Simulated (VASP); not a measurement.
A run of VASP 6.6.1 is set up as follows.

The input INCAR:

```
PREC = Accurate
ENCUT = 600
EDIFF = 1E-7
ISMEAR = 0
SIGMA = 0.1
LREAL = F
LASPH = T
NELM = 100
ALGO = Normal
ISIF = 3
LWAVE = F
LCHARG = F
GGA = PE
IBRION = 2
NSW = 90
EDIFFG = -0.04
```

File KPOINTS:

```
Automatic mesh
0
Gamma
  8 8 8
```

POSCAR

```
PbF2
1.0
   -1.6636443700      1.6636443700      5.4130358600
    1.6636443700     -1.6636443700      5.4130358600
    1.6636443700      1.6636443700     -5.4130358600
Pb F
1 2
Direct
    0.0000000000      0.0000000000      0.0000000000
    0.3400000000      0.3400000000      0.0000000000
    0.6600000000      0.6600000000      0.0000000000
```

Potentials or basis: VASP PAW PBE potentials, release 64 (Pb_d, F).

Run with:

```bash
$ cat potpaw_PBE.64/Pb_d/POTCAR potpaw_PBE.64/F/POTCAR > POTCAR
$ mpirun -np 1 vasp_std > vasp.out
```

Task: Estimate the space group after relaxing (to 0.1 Å).

Result: I4/mmm (No. 139).

Task: Predict the relaxed volume.

Result: 15.33 Å³/atom.

The path:
| step | energy change (eV) | largest force (eV/Å) | pressure (GPa) | volume (Å³) |
| --- | --- | --- | --- | --- |
| 1 | 0.0000 | 2.2735 | -9.83 | 59.93 |
| 2 | -1.2643 | 1.0133 | -2.83 | 49.67 |
| 3 | -1.4409 | 0.0865 | 3.81 | 45.70 |
| 4 | -1.4424 | 0.0049 | 4.49 | 45.39 |
| 5 | -1.5525 | 0.2588 | 0.13 | 47.47 |
| 6 | -1.5603 | 0.3931 | -1.15 | 48.25 |
| 7 | -1.5878 | 0.4036 | -1.12 | 47.71 |
| 8 | -1.6642 | 0.4079 | 0.04 | 46.02 |
| 9 | -1.3621 | 0.6423 | 13.23 | 42.34 |
| 10 | -1.6621 | 0.5449 | 0.86 | 45.65 |
| 11 | -1.6471 | 0.3270 | 4.45 | 44.11 |
| 12 | -1.6691 | 0.5175 | 1.85 | 45.10 |
| 13 | -1.6876 | 0.2518 | 1.21 | 45.34 |
| 14 | -1.6927 | 0.0146 | 0.80 | 45.57 |
| 15 | -1.6927 | 0.0283 | 0.82 | 45.55 |
| 16 | -1.6947 | 0.0317 | 0.23 | 45.82 |
| 17 | -1.6950 | 0.0322 | -0.12 | 45.98 |

Caveat: the volume moved by over 15 % at a fixed basis, so the end points are rough.
